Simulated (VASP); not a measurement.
# PbS (Pm) in VASP: single point with PBE

Aim: the single point of PbS with PBE.

Everything below comes from runs of VASP 6.6.1. Logs are shortened: lines on timing, memory, paths and dates and some standing lists are left out, and cuts for length are marked.

## (1) The cell of the first run

It takes space group Pm (No. 6, monoclinic). The conventional cell has a = 4.173 Å, b = 4.366 Å, c = 6.194 Å, α = 90.00°, β = 102.72°, γ = 90.00°. Pb (site symmetry m) has 7 S at 2.91 to 4.01 Å and 10 Pb at 3.89 to 4.37 Å within 4.4 Å. Pb (site symmetry m) has 5 S at 2.66 to 3.22 Å within 3.5 Å. S (site symmetry m) has 6 Pb at 2.83 to 3.55 Å and 2 S at 3.79 Å within 3.8 Å. Within 3.5 Å of S (site symmetry m) lie 5 Pb at 2.66 to 3.15 Å.

## (2) Single point, PBE (strained and its atoms moved)

File INCAR:

```
PREC = Accurate
ENCUT = 520
EDIFF = 1E-6
ISMEAR = 0
SIGMA = 0.02
LREAL = False
LASPH = True
NELM = 100
ALGO = Normal
ISIF = 2
LWAVE = False
LCHARG = True
GGA = PE
LELF = True
LVHAR = True
NBANDS = 28
```

File KPOINTS:

```
regular mesh
0
Gamma
  8 8 6
```

File POSCAR:

```
PbS
1.0
    1.7231580221     -5.9489998611      0.0000000000
    2.4421136459      6.1985941845      0.0000000000
    0.0000000000      0.0000000000      4.3661055687
Pb S
2 2
Direct
    0.9098505478      0.1588801147      0.7500000000
    0.0920439384      0.8216781947      0.2500000000
    0.6588042680      0.3889720466      0.7500000000
    0.3393012458      0.6304696439      0.2500000000
```

Potentials or basis: VASP PAW PBE potentials, release 64 (Pb_d, S).

The run is started by

```
$ cat potpaw_PBE.64/Pb_d/POTCAR potpaw_PBE.64/S/POTCAR > POTCAR
$ mpirun -np 1 vasp_std > vasp.out
```

OUTCAR:

```text
PREC = Accurate
   ENCUT = 520
   EDIFF = 1E-6
   ISMEAR = 0
   LREAL = False
   LASPH = True
   NELM = 100
   ISIF = 2
   GGA = PE

 ion  position               nearest neighbor table
   1  0.910  0.159  0.750-   4 2.91   4 2.91   3 2.92   4 3.15   4 3.15   2 3.89   2 3.89
   2  0.092  0.822  0.250-   4 2.66   3 2.83   3 2.83   3 3.22   3 3.22   1 3.89   1 3.89
   3  0.659  0.389  0.750-   2 2.83   2 2.83   1 2.92   2 3.22   2 3.22
   4  0.339  0.630  0.250-   2 2.66   1 2.91   1 2.91   1 3.15   1 3.15

  LATTYP: Found a simple monoclinic cell.
 ALAT       =     4.1727431498
 B/A-ratio  =     1.0463394012
 C/A-ratio  =     1.4842837302
 COS(beta)  =    -0.2202669144

  Lattice vectors:

 A1 = (   4.1652716680,   0.2495943234,   0.0000000000)
 A2 = (   0.0000000000,   0.0000000000,  -4.3661055687)
 A3 = (  -1.7231580221,   5.9489998611,   0.0000000000)

Analysis of symmetry for initial positions (statically):
=====================================================================
 Subroutine PRICEL returns:
 Original cell was already a primitive cell.

 Routine SETGRP: Setting up the symmetry group for a
 simple monoclinic supercell.

 Subroutine GETGRP returns: Found  2 space group operations
 (whereof  1 operations were pure point group operations)
 out of a pool of  4 trial point group operations.

The static configuration has the point symmetry C_1 .
 The point group associated with its full space group is C_1h.

Analysis of symmetry for dynamics (positions and initial velocities):
=====================================================================
 Subroutine PRICEL returns:
 Original cell was already a primitive cell.

 Routine SETGRP: Setting up the symmetry group for a
 simple monoclinic supercell.

 Subroutine GETGRP returns: Found  2 space group operations
 (whereof  1 operations were pure point group operations)
 out of a pool of  4 trial point group operations.

The dynamic configuration has the point symmetry C_1 .
 The point group associated with its full space group is C_1h.

 Subroutine INISYM returns: Found  2 space group operations
 (whereof  1 operations are pure point group operations),
 and found     1 'primitive' translations

----------------------------------------------------------------------------------------

                                     Primitive cell

  volume of cell :     110.0664
[... 92 lines left out ...]
   NELM   =    100;   NELMIN=  2; NELMDL= -5     # of ELM steps
   EDIFF  = 0.1E-05   stopping-criterion for ELM
   LREAL  =      F    real-space projection
   EDIFFG = 0.1E-04   stopping-criterion for IOM
   NSW    =      0    number of steps for IOM
   IBRION =     -1    ionic relax: 0-MD 1-quasi-New 2-CG
   NFREE  =      0    steps in history (QN), initial steepest desc. (CG)
   ISIF   =      2    stress and relaxation
   ISYM   =      2    0-nonsym 1-usesym 2-fastsym
   POTIM  = 0.5000    time-step for ionic-motion
   TEBEG  =    0.0;   TEEND  =   0.0 temperature during run
   PSTRESS=    0.0 pullay stress
   NELECT =      40.0000    total number of electrons
   NUPDOWN=      -1.0000    fix difference up-down
   EMIN   =  10.00;   EMAX   =-10.00  energy-range for DOS
   EFERMI =   0.00;   METHOD = LEGACY
   ISMEAR =     0;   SIGMA  =   0.02  broadening in eV -4-tet -1-fermi 0-gaus
   EFERMI_NEDOS =   21; number of points for ismear=-14 and -15
   IALGO  =     38    algorithm
   IMIX   =      4    mixing-type and parameters
     AMIX     =   0.40;   BMIX     =  1.00
     AMIX_MAG =   1.60;   BMIX_MAG =  1.00
  volume/ion in A,a.u.               =      27.52       185.69
  Fermi-wavevector in a.u.,A,eV,Ry     =   1.168270  2.207710 18.569975  1.364855
  Thomas-Fermi vector in A             =   2.304759
   LORBIT       =      0    0 simple, 1 ext, 2 COOP (PROOUT), +10 PAW based schemes
   GGA     = PE    functional components
   LHFCALC =     F    Hartree Fock is set to
   AEXX    =    0.0000 exact exchange contribution
   IVDW    =     0    specifies the selected vdW correction
   LEPSILON=     F    determine dielectric tensor
   LRPA    =     F    only Hartree local field effects (RPA)
 non-spin polarized calculation
 Gauss-broadening in eV      SIGMA  =   0.02
  energy-cutoff  :      520.00
  volume of cell :      110.07
 maximum number of plane-waves:      2986
 NGX is ok and might be reduce to    48
   NGX = 23   NGY = 25   NGZ = 17

 number of electron      39.9999996 magnetization

 Free energy of the ion-electron system (eV)
  ---------------------------------------------------
  ext. energy  EPLUGINS =         0.00000000
  ---------------------------------------------------
  free energy    TOTEN  =       -17.26617996 eV

  energy without entropy =      -17.26617996  energy(sigma->0) =      -17.26617996

 E-fermi :   4.9943     XC(G=0):  -9.4353

 val. band max:        4.8828263701   @ k =   0.0000   0.0000   0.5000
 cond. band min:       5.8289831218   @ k =   0.2500   0.2500   0.0000
 fundamental gap:      0.9461567517
 Fermi energy:         4.9942842111

 k-point     1 :       0.0000    0.0000    0.0000
  band No.  band energies     occupation
      1     -11.9013      2.00000
      2     -11.8742      2.00000
      3     -11.8453      2.00000
      4     -11.8343      2.00000
      5     -11.8305      2.00000
      6     -11.5688      2.00000
[... 733 lines left out ...]
     27      12.3279      0.00000
     28      13.3038      0.00000

 [... further k-points ...]

------------------------ aborting loop because EDIFF is reached ----------------------------------------

  FORCE on cell =-STRESS in cart. coord.  units (eV):
  Direction    XX          YY          ZZ          XY          YZ          ZX
  --------------------------------------------------------------------------------------
  -------------------------------------------------------------------------------------
  Total        0.1195429     -0.3643519     -0.2124841     -0.4504633      0.0000000      0.0000000
  in kB        1.7401219     -5.3036729     -3.0930157     -6.5571508      0.0000000      0.0000000
  external PRESSURE =      -2.2188555 kB  Pullay stress =       0.0000000 kB

 VOLUME and BASIS-vectors are now :
 -----------------------------------------------------------------------------
  energy-cutoff  :      520.00
  volume of cell :      110.07
      direct lattice vectors                 reciprocal lattice vectors
     1.723158022 -5.948999861  0.000000000     0.245885304 -0.096873555  0.000000000
     2.442113646  6.198594185  0.000000000     0.235984418  0.068354085  0.000000000
     0.000000000  0.000000000  4.366105569     0.000000000  0.000000000  0.229037064

 POSITION                                       TOTAL-FORCE (eV/Angst)
 -----------------------------------------------------------------------------------
      1.95582     -4.42787      3.27458         0.131483      0.333932      0.000000
      2.16524      4.54568      1.09153         0.016298      0.356802      0.000000
      2.08514     -1.50815      3.27458        -0.427362     -0.302731      0.000000
      2.12435      1.88952      1.09153         0.279582     -0.388003      0.000000
 -----------------------------------------------------------------------------------
    total drift:                                0.000328      0.000555     -0.000000

  FREE ENERGIE OF THE ION-ELECTRON SYSTEM (eV)
  ---------------------------------------------------
  free  energy   TOTEN  =       -17.2661799576 eV

  energy  without entropy=      -17.2661799576  energy(sigma->0) =      -17.26617996
```

OSZICAR:

```text
N       E                     dE             d eps       ncg     rms          rms(c)
DAV:   1     0.420169015739E+03    0.42017E+03   -0.18851E+04  7616   0.152E+03
DAV:   2     0.305795120982E+02   -0.38959E+03   -0.37751E+03  7684   0.402E+02
DAV:   3    -0.160623899953E+02   -0.46642E+02   -0.45478E+02  9928   0.156E+02
DAV:   4    -0.183003409078E+02   -0.22380E+01   -0.22290E+01  9056   0.354E+01
DAV:   5    -0.183901824523E+02   -0.89842E-01   -0.89826E-01  9992   0.747E+00    0.639E+00
DAV:   6    -0.172540177454E+02    0.11362E+01   -0.28438E+00 10896   0.119E+01    0.411E+00
DAV:   7    -0.172642624430E+02   -0.10245E-01   -0.51014E-01  9632   0.372E+00    0.274E+00
DAV:   8    -0.172740282041E+02   -0.97658E-02   -0.97537E-02 10300   0.274E+00    0.110E+00
DAV:   9    -0.172656916860E+02    0.83365E-02   -0.28567E-02 10624   0.140E+00    0.201E-01
DAV:  10    -0.172660711329E+02   -0.37945E-03   -0.25977E-03  9564   0.256E-01    0.675E-02
DAV:  11    -0.172661812025E+02   -0.11007E-03   -0.22067E-04  8916   0.105E-01    0.237E-02
DAV:  12    -0.172661805524E+02    0.65013E-06   -0.29469E-05 10616   0.423E-02    0.171E-02
DAV:  13    -0.172661799576E+02    0.59472E-06   -0.79978E-06  9156   0.238E-02
   1 F= -.17266180E+02 E0= -.17266180E+02  d E =-.955401E-18
```

It took 4.2 min on 1 thread of Intel Xeon Platinum 8488C (Sapphire Rapids), shared host; peak memory 0.5 GiB.

What came out:

```yaml
Free_energy: -17.2662 eV
Pressure: -0.2 GPa
Largest_force: 0.524 eV/Å
Band_gap_on_the_k_mesh: 0.95 eV (least direct gap 1.26 eV)
```

Forces on the atoms (eV/Å):
```
Pb   0.131  0.334  0.000
Pb   0.016  0.357  0.000
S   -0.427 -0.303  0.000
S    0.280 -0.388  0.000
```

Levels at points of the mesh, in eV from the valence-band top:
```
           k point  band 17  band 18  band 19  band 20  band 21  band 22  band 23  band 24
(0.00, 0.00, 0.00)    -2.32    -1.78    -1.68    -0.87     3.93     4.13     4.71     5.07
(0.50, 0.00, 0.00)    -1.79    -1.41    -0.81    -0.21     1.38     1.58     2.19     2.53
(0.00, 0.50, 0.00)    -1.98    -1.16    -0.91    -0.44     1.26     1.51     1.67     2.21
(0.50, 0.50, 0.00)    -2.22    -2.04    -1.54    -0.86     1.19     4.01     4.21     4.33
(0.00, 0.00, 0.50)    -1.51    -1.38    -0.38     0.00     1.42     1.61     2.84     3.18
(0.50, 0.00, 0.50)    -3.45    -3.29    -1.41    -1.18     2.77     3.23     4.66     4.88
(0.00, 0.50, 0.50)    -3.02    -3.01    -2.02    -1.92     2.76     3.22     4.84     5.32
(0.50, 0.50, 0.50)    -1.39    -1.16    -0.76    -0.22     1.04     1.23     2.78     3.11
```

Caveat: the cell differs from its parent crystal (strained and its atoms moved); spin-orbit coupling is left out, which moves the levels of the heavy elements.
